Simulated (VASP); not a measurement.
Set up this calculation in VASP 6.6.1, as the native input.

- Task: single point
- Functional: LDA
- Potentials or basis: VASP PAW PBE potentials, release 64 (Eu)
- Cutoff: 520 eV
- k mesh: 11 × 11 × 11
- Occupations: methfessel-paxton, width 0.03 eV
- Spin: collinear spin, ferromagnetic start
- Starting moments: [6.925] μB
- Dipole correction: no
- Further INCAR settings: ALGO = Normal; EDIFF = 1e-07; NBANDS = 18

The structure of Eu lies in POSCAR:

```
Eu
1.0
   -2.0544259245      2.0544259245      2.0544259245
    2.0544259245     -2.0544259245      2.0544259245
    2.0544259245      2.0544259245     -2.0544259245
Eu
1
Direct
    0.0000000000      0.0000000000      0.0000000000
```

One way to write it, as run:

INCAR

```
PREC     = Accurate       # precision mode
ENCUT    = 520            # plane-wave cutoff, eV
EDIFF    = 1E-7           # SCF threshold, eV
ISMEAR   = 1              # smearing method
SIGMA    = 0.03           # smearing width, eV
LREAL    = False          # projectors in reciprocal space
LASPH    = True           # aspherical terms in the spheres
NELM     = 150            # most SCF steps
ALGO     = Normal         # electronic algorithm
ISIF     = 2              # what is computed and relaxed
LWAVE    = False          # write WAVECAR
LCHARG   = False          # write CHGCAR
ISPIN    = 2              # spin polarisation
MAGMOM   = 6.925          # initial moments
LORBIT   = 11             # projections on sites
LMAXMIX  = 6              # l up to which the mixer works
GGA      = CA             # functional
NBANDS   = 18             # bands
```

KPOINTS

```
regular mesh
0
Gamma
  11 11 11
```

Potentials or basis: VASP PAW PBE potentials, release 64 (Eu).

Launch:

```bash
$ cat potpaw_PBE.64/Eu/POTCAR > POTCAR
$ mpirun -np 1 vasp_std > vasp.out
```

Results of the run:

| Property | Result |
| --- | --- |
| Pressure | -0.3 GPa |
| Net moment | 7.09 μB per cell |
| Site moments | Eu +6.62 μB |
| Valence electrons inside the program's atomic spheres | Eu 14.72 |

Caveat: the PAW data sets were made with another functional, which shifts forces and pressure a little.

It took 74 s on 1 thread of Intel(R) Xeon(R) Platinum 8488C (Sapphire Rapids), with other jobs on the host, peak memory 0.2 GiB.
